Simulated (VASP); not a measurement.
# As (P6/mmm) in VASP: notebook, part 2 of 2

VASP 6.6.1.

## (3) Single point, RPBE (volume scaled by 1.12)

INCAR

```
ALGO = Normal
EDIFF = 1E-6
ENCUT = 520
GGA = RP
ISIF = 2
ISMEAR = -1
LASPH = True
LCHARG = False
LREAL = False
LWAVE = False
NBANDS = 14
NELM = 80
PREC = Accurate
SIGMA = 0.1
```

KPOINTS

```
k-points
0
Gamma
  9 9 12
```

POSCAR

```
As
1.0
    5.0714833085      0.0000000000      0.0000000000
   -2.5357416543      4.3920333800      0.0000000000
    0.0000000000      0.0000000000      2.9572687240
As
3
Direct
    0.0000000000      1.0000000000      0.0000000000
    0.3333333333      0.6666666667      0.5000000000
    0.6666666667      0.3333333333      0.5000000000
```

Potentials or basis: VASP PAW PBE potentials, release 64 (As).

On the command line:

```
$ cat potpaw_PBE.64/As/POTCAR > POTCAR
$ mpirun -np 1 vasp_std > vasp.out
```

OUTCAR:

```text
EDIFF = 1E-6
   ENCUT = 520
   GGA = RP
   ISIF = 2
   ISMEAR = -1
   LASPH = True
   LREAL = False
   NELM = 80
   PREC = Accurate

 ion  position               nearest neighbor table
   1  0.000  0.000  0.000-
   2  0.333  0.667  0.500-
   3  0.667  0.333  0.500-

  LATTYP: Found a hexagonal cell.
 ALAT       =     5.0714833085
 C/A-ratio  =     0.5831171167

  Lattice vectors:

 A1 = (   5.0714833085,   0.0000000000,   0.0000000000)
 A2 = (  -2.5357416543,   4.3920333800,   0.0000000000)
 A3 = (   0.0000000000,   0.0000000000,   2.9572687240)

Analysis of symmetry for initial positions (statically):
=====================================================================
 Subroutine PRICEL returns:
 Original cell was already a primitive cell.

 Routine SETGRP: Setting up the symmetry group for a
 hexagonal supercell.

 Subroutine GETGRP returns: Found 24 space group operations
 (whereof 24 operations were pure point group operations)
 out of a pool of 24 trial point group operations.

The static configuration has the point symmetry D_6h.

Analysis of symmetry for dynamics (positions and initial velocities):
=====================================================================
 Subroutine PRICEL returns:
 Original cell was already a primitive cell.

 Routine SETGRP: Setting up the symmetry group for a
 hexagonal supercell.

 Subroutine GETGRP returns: Found 24 space group operations
 (whereof 24 operations were pure point group operations)
 out of a pool of 24 trial point group operations.

The dynamic configuration has the point symmetry D_6h.

 Subroutine INISYM returns: Found 24 space group operations
 (whereof 24 operations are pure point group operations),
 and found     1 'primitive' translations

----------------------------------------------------------------------------------------

                                     Primitive cell

  volume of cell :      65.8706

  direct lattice vectors                    reciprocal lattice vectors
     5.071483309  0.000000000  0.000000000     0.197180970  0.113842486  0.000000000
    -2.535741654  4.392033380  0.000000000     0.000000000  0.227684973  0.000000000
     0.000000000  0.000000000  2.957268724     0.000000000  0.000000000  0.338149858

  length of vectors
     5.071483309  5.071483308  2.957268724     0.227684973  0.227684973  0.338149858

  position of ions in fractional coordinates (direct lattice)
     0.000000000  0.000000000  0.000000000
     0.333333333  0.666666667  0.500000000
     0.666666667  0.333333333  0.500000000

  ion indices of the primitive-cell ions
   primitive index   ion index
                 1           1
                 2           2
                 3           3

----------------------------------------------------------------------------------------

 KPOINTS: k-points

Automatic generation of k-mesh.
 Grid dimensions read from file:
 generate k-points for:    9    9   12

 Generating k-lattice:
[... 23 lines left out ...]
  0.444444  0.000000  0.000000      6.000000
  0.111111  0.111111  0.000000      6.000000
[... 16 lines left out ...]
  0.333333  0.222222  0.083333     24.000000
  0.333333  0.333333  0.083333      4.000000
 [... further k-points ...]
   k-points           NKPTS =     84   k-points in BZ     NKDIM =     84   number of bands    NBANDS=     14
   number of dos      NEDOS =    301   number of ions     NIONS =      3
   total plane-waves  NPLWV =  38400
   dimension x,y,z NGX =    40 NGY =   40 NGZ =   24
   dimension x,y,z NGXF=    80 NGYF=   80 NGZF=   48
   ions per type =               3
   NGX,Y,Z   is equivalent  to a cutoff of  13.11, 13.11, 13.49 a.u.
   NGXF,Y,Z  is equivalent  to a cutoff of  26.22, 26.22, 26.98 a.u.
 SYSTEM =  unknown system
   PREC   = accura    normal or accurate (medium, high low for compatibility)
   ISTART =      0    job   : 0-new  1-cont  2-samecut
   ICHARG =      2    charge: 1-file 2-atom 10-const
   ISPIN  =      1    spin polarized calculation?
   LNONCOLLINEAR =      F non collinear calculations
   LSORBIT =      F    spin-orbit coupling
   LASPH  =      T    aspherical Exc in radial PAW
   ENCUT  =  520.0 eV  38.22 Ry    6.18 a.u.   9.43  9.43  5.50*2*pi/ulx,y,z
   NELM   =     80;   NELMIN=  2; NELMDL= -5     # of ELM steps
   EDIFF  = 0.1E-05   stopping-criterion for ELM
   LREAL  =      F    real-space projection
   EDIFFG = 0.1E-04   stopping-criterion for IOM
   NSW    =      0    number of steps for IOM
   IBRION =     -1    ionic relax: 0-MD 1-quasi-New 2-CG
   NFREE  =      0    steps in history (QN), initial steepest desc. (CG)
   ISIF   =      2    stress and relaxation
   ISYM   =      2    0-nonsym 1-usesym 2-fastsym
   POTIM  = 0.5000    time-step for ionic-motion
   TEBEG  =    0.0;   TEEND  =   0.0 temperature during run
   PSTRESS=    0.0 pullay stress
   NELECT =      15.0000    total number of electrons
   NUPDOWN=      -1.0000    fix difference up-down
   EMIN   =  10.00;   EMAX   =-10.00  energy-range for DOS
   EFERMI =   0.00;   METHOD = LEGACY
   ISMEAR =    -1;   SIGMA  =   0.10  broadening in eV -4-tet -1-fermi 0-gaus
   EFERMI_NEDOS =   21; number of points for ismear=-14 and -15
   IALGO  =     38    algorithm
   IMIX   =      4    mixing-type and parameters
     AMIX     =   0.40;   BMIX     =  1.00
     AMIX_MAG =   1.60;   BMIX_MAG =  1.00
  volume/ion in A,a.u.               =      21.96       148.17
  Fermi-wavevector in a.u.,A,eV,Ry     =   0.999712  1.889181 13.597982  0.999423
  Thomas-Fermi vector in A             =   2.132020
   LORBIT       =      0    0 simple, 1 ext, 2 COOP (PROOUT), +10 PAW based schemes
   GGA     = RP    functional components
   LHFCALC =     F    Hartree Fock is set to
   AEXX    =    0.0000 exact exchange contribution
   IVDW    =     0    specifies the selected vdW correction
   LEPSILON=     F    determine dielectric tensor
   LRPA    =     F    only Hartree local field effects (RPA)
 non-spin polarized calculation
  energy-cutoff  :      520.00
  volume of cell :       65.87
 maximum number of plane-waves:      1798
 NGX is ok and might be reduce to    40
   NGX = 19   NGY = 19   NGZ = 11

 number of electron      14.9999999 magnetization

 Free energy of the ion-electron system (eV)
  ---------------------------------------------------
  ext. energy  EPLUGINS =         0.00000000
  ---------------------------------------------------
  free energy    TOTEN  =       -11.37181399 eV

  energy without entropy =      -11.31094243  energy(sigma->0) =      -11.34137821

 E-fermi :   5.0004     XC(G=0): -10.0998

 val. band max:        4.9941031090   @ k =   0.3333   0.1111   0.1667
 cond. band min:       5.0023144090   @ k =   0.2222   0.2222   0.1667
 fundamental gap:      0.0082113000
 Fermi energy:         5.0003758326

 k-point     1 :       0.0000    0.0000    0.0000
  band No.  band energies     occupation
      1      -8.8755      2.00000
      2      -4.6606      2.00000
      3      -4.4515      2.00000
      4       1.1052      2.00000
      5       1.1052      2.00000
      6       1.3799      2.00000
      7       1.3799      2.00000
      8       7.1855      0.00000
      9       9.6575      0.00000
     10       9.6575      0.00000
     11      10.4176      0.00000
     12      10.4189      0.00000
     13      12.0215      0.00000
     14      16.5024      0.00000
[... 377 lines left out ...]
      1      -6.6366      2.00000
      2      -6.6366      2.00000
      3      -6.5450      2.00000
      4       1.7437      2.00000
      5       2.1815      2.00000
      6       2.1815      2.00000
      7       7.0371      0.00000
      8       7.0371      0.00000
      9       7.9735      0.00000
     10       8.0257      0.00000
     11       8.3587      0.00000
     12       8.3587      0.00000
     13      12.8991      0.00000
     14      13.1043      0.00000

 [... further k-points ...]

------------------------ aborting loop because EDIFF is reached ----------------------------------------

  FORCE on cell =-STRESS in cart. coord.  units (eV):
  Direction    XX          YY          ZZ          XY          YZ          ZX
  --------------------------------------------------------------------------------------
  -------------------------------------------------------------------------------------
  Total       -2.6139648     -2.6139648     -2.7388209      0.0000000      0.0000000      0.0000000
  in kB      -63.5797611    -63.5797611    -66.6166494      0.0000000      0.0000000      0.0000000
  external PRESSURE =     -64.5920572 kB  Pullay stress =       0.0000000 kB

 VOLUME and BASIS-vectors are now :
 -----------------------------------------------------------------------------
  energy-cutoff  :      520.00
  volume of cell :       65.87
      direct lattice vectors                 reciprocal lattice vectors
     5.071483309  0.000000000  0.000000000     0.197180970  0.113842486  0.000000000
    -2.535741654  4.392033380  0.000000000     0.000000000  0.227684973  0.000000000
     0.000000000  0.000000000  2.957268724     0.000000000  0.000000000  0.338149858

 POSITION                                       TOTAL-FORCE (eV/Angst)
 -----------------------------------------------------------------------------------
      0.00000      0.00000      0.00000         0.000000      0.000000     -0.000000
     -0.00000      2.92802      1.47863        -0.000000      0.000000      0.000000
      2.53574      1.46401      1.47863         0.000000     -0.000000     -0.000000
 -----------------------------------------------------------------------------------
    total drift:                                0.000000     -0.000000      0.000000

  FREE ENERGIE OF THE ION-ELECTRON SYSTEM (eV)
  ---------------------------------------------------
  free  energy   TOTEN  =       -11.3718139930 eV

  energy  without entropy=      -11.3109424274  energy(sigma->0) =      -11.34137821
```

OSZICAR:

```text
N       E                     dE             d eps       ncg     rms          rms(c)
DAV:   1     0.413303081097E+02    0.41330E+02   -0.57287E+03  2352   0.867E+02
DAV:   2    -0.893042645514E+01   -0.50261E+02   -0.46745E+02  3132   0.131E+02
DAV:   3    -0.113751057479E+02   -0.24447E+01   -0.24215E+01  2766   0.285E+01
DAV:   4    -0.113885149939E+02   -0.13409E-01   -0.13374E-01  2880   0.243E+00
DAV:   5    -0.113885544247E+02   -0.39431E-04   -0.39430E-04  2904   0.142E-01    0.270E+00
DAV:   6    -0.113761660143E+02    0.12388E-01   -0.12238E-02  2742   0.601E-01    0.155E+00
DAV:   7    -0.113716037976E+02    0.45622E-02   -0.22102E-02  2628   0.815E-01    0.105E-01
DAV:   8    -0.113717478531E+02   -0.14406E-03   -0.26016E-04  3006   0.111E-01    0.671E-02
DAV:   9    -0.113718138649E+02   -0.66012E-04   -0.90680E-05  2706   0.730E-02    0.474E-03
DAV:  10    -0.113718139930E+02   -0.12809E-06   -0.67922E-07  2250   0.567E-03
   1 F= -.11371814E+02 E0= -.11341378E+02  d E =-.608716E-01
```

Run time: 19 s. Hardware: 1 thread of Intel Xeon 6975P-C (Granite Rapids), shared host; peak memory 0.21 GiB.

What came out:

| Property | Result |
| --- | --- |
| Free energy | -11.3718 eV |
| Pressure | -6.5 GPa |

Stress tensor (GPa, compression positive):
```
-6.36  0.00  0.00
 0.00 -6.36  0.00
 0.00  0.00 -6.66
```

Levels at points of the mesh, in eV from the Fermi level:
```
           k point  band 6  band 7  band 8  band 9  band 10  band 11
(0.00, 0.00, 0.00)   -3.62   -3.62    2.19    4.66     4.66     5.42
(0.00, 0.00, 0.50)   -2.14   -1.90   -1.90   -0.30    -0.30     0.85
```

Caveat: the cell differs from its parent crystal (volume scaled by 1.12); the PAW data sets were made with another functional, which shifts forces and pressure a little.

## (4) Single point, RPBE

This run uses another cell than the first one, of 19.60 Å³/atom, 0.926 times its volume.

INCAR

```
SYSTEM = As
PREC = Accurate ; ENCUT = 520
EDIFF = 1E-6 ; ISMEAR = -1
SIGMA = 0.1 ; LREAL = .FALSE.
LASPH = .TRUE. ; NELM = 100
ALGO = Normal ; ISIF = 2
LWAVE = .FALSE. ; LCHARG = .TRUE.
GGA = RP ; LELF = .TRUE.
LVHAR = .TRUE. ; NBANDS = 14
```

KPOINTS

```
regular mesh
0
G
  10 10 15
  0 0 0
```

POSCAR

```
As
1.0
    4.8834752713      0.0000000000      0.0000000000
   -2.4417376356      4.2292136437      0.0000000000
    0.0000000000      0.0000000000      2.8476380195
As
3
Direct
    0.0000000000      1.0000000000      0.0000000000
    0.3333333333      0.6666666667      0.5000000000
    0.6666666667      0.3333333333      0.5000000000
```

On the command line:

```
$ cat potpaw_PBE.64/As/POTCAR > POTCAR
$ mpirun -np 1 vasp_std > vasp.out
```

Wall time 21 s (1 thread of Intel Xeon 6975P-C (Granite Rapids), shared host); peak memory 0.22 GiB.

Results (log left out):

```yaml
Free_energy: -11.5271 eV
Pressure: 0.2 GPa
```

Stress tensor (GPa, compression positive):
```
 0.38  0.00  0.00
 0.00  0.38  0.00
 0.00  0.00 -0.30
```

Levels at points of the mesh, in eV from the Fermi level:
| k point | band 5 | band 6 | band 7 | band 8 | band 9 | band 10 | band 11 | band 12 |
| --- | --- | --- | --- | --- | --- | --- | --- | --- |
| (0.00, 0.00, 0.00) | -4.49 | -4.21 | -4.21 | 2.44 | 5.45 | 5.45 | 6.33 | 6.34 |
| (0.50, 0.00, 0.00) | -1.36 | -1.12 | 1.02 | 1.46 | 2.25 | 4.10 | 4.12 | 5.74 |

Caveat: the PAW data sets were made with another functional, which shifts forces and pressure a little.

## (5) The runs side by side

| cell | k mesh | gap on the mesh (eV) | pressure (GPa) |
| --- | --- | --- | --- |
| a = 5.010, b = 5.010, c = 2.922 Å, angles 90.0, 90.0, 120.0°, 3 atoms | 9 × 9 × 12 | none | -4.7 |
| a = 5.071, b = 5.071, c = 2.957 Å, angles 90.0, 90.0, 120.0°, 3 atoms | 9 × 9 × 12 | none | -6.5 |
| a = 4.883, b = 4.883, c = 2.848 Å, angles 90.0, 90.0, 120.0°, 3 atoms | 10 × 10 × 15 | none | 0.2 |

Alike in all rows: task single point; level RPBE; potentials or basis VASP PAW PBE potentials, release 64 (As); no spin polarisation; cutoff (eV) 520; smearing fermi-dirac 0.1 eV.

Caveats: the PAW data sets were made with another functional, which shifts forces and pressure a little.

Absolute energies hang on the potentials; compare differences alone.
